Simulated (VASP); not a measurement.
Input of a VASP 6.6.1 run:

File INCAR:

```
PREC = Accurate ; ENCUT = 520
EDIFF = 1E-6 ; ISMEAR = -1
SIGMA = 0.1 ; LREAL = F
LASPH = T ; NELM = 100
ALGO = Normal ; ISIF = 2
LWAVE = F ; LCHARG = F
GGA = B5 ; ALDAX = 1.0
AGGAX = 1.0 ; AGGAC = 1.0
ALDAC = 0.0 ; NBANDS = 18
```

The input KPOINTS:

```
Automatic mesh
0
Gamma
  12 12 12
```

File POSCAR:

```
Yb
1.0
   -2.1411308519      2.1411308519      2.1411308519
    2.1411308519     -2.1411308519      2.1411308519
    2.1411308519      2.1411308519     -2.1411308519
Yb
1
Direct
    0.0000000000      0.0000000000      0.0000000000
```

Potentials or basis: VASP PAW PBE potentials, release 64 (Yb).

Run with:

```bash
$ cat potpaw_PBE.64/Yb/POTCAR > POTCAR
$ mpirun -np 1 vasp_std > vasp.out
```

**Question.** What does it give for the band gap on the k mesh?

**Answer.** Zero (band 12 reaches 2.16 eV, above the bottom of band 13 at 1.38 eV).

**Question.** Predict the pressure.

**Answer.** -1.3 GPa.

Caveat: the PAW data sets were made with another functional, which shifts forces and pressure a little; spin-orbit coupling is left out, which moves the levels of the heavy elements. Spin polarisation is off, so any magnetic state and its effect on volume and gap are missing.
